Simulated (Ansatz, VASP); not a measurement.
**CuP in VASP and in Ansatz**

File INCAR:

```
ALGO = Normal ; EDIFF = 1E-7
ENCUT = 520 ; GGA = PE
ISIF = 2 ; ISMEAR = 0
LASPH = T ; LCHARG = F
LREAL = F ; LWAVE = F
NBANDS = 15 ; NELM = 100
PREC = Accurate ; SIGMA = 0.1
```

File KPOINTS:

```
k-points
0
Gamma
  6 6 6
```

The input POSCAR:

```
CuP
1.0
    3.1351483195      0.0000000000      0.0000000000
    0.0000000000      3.1351483195      0.0000000000
    0.0000000000      0.0000000000      3.1351483195
Cu P
1 1
Direct
    0.0000000000      0.0000000000      0.0000000000
    0.5000000000      0.5000000000      0.5000000000
```

Input for Ansatz:

```yaml
crystal:
  lattice:
    - [3.1351483195, 0.0, 0.0]
    - [0.0, 3.1351483195, 0.0]
    - [0.0, 0.0, 3.1351483195]
  atoms:
    - { symbol: Cu, position: [0.0, 0.0, 0.0] }
    - { symbol: P, position: [0.5, 0.5, 0.5] }
basis:
  ecutwfc: 420
kpoints:
  mp_grid: { grid: [6, 6, 6] }
hamiltonian:
  xc: pbe
scf:
  occupations: { method: gaussian, width: 0.1 }
  lower_state_search: "off"
output:
  forces: true
  stress: true
  eigenvalues: true
```

Alike in both runs: task single point; functional PBE; k mesh 6 × 6 × 6; occupations gaussian, width 0.1 eV; no spin polarisation.

|  | VASP | Ansatz |
| --- | --- | --- |
| version | VASP 6.6.1 | Ansatz 0.2.0 |
| potentials or method | VASP PAW PBE potentials, release 64 (Cu, P), cutoff 520 eV | scalar-relativistic, plane waves, PAW |
| valence electrons in the cell | 16 | 24 |

|  | VASP | Ansatz | Ansatz less VASP |
| --- | --- | --- | --- |
| gap on the k mesh at the Fermi level (eV) | none | none | - |
| pressure (GPa) | -9.8 | -10.0 | -0.18 |

A gap of «none» marks a metal or a gap that the smearing closes. VASP's potentials hold 16 valence electrons a cell and Ansatz's 24, so a difference there can come from the potentials and not from the codes.
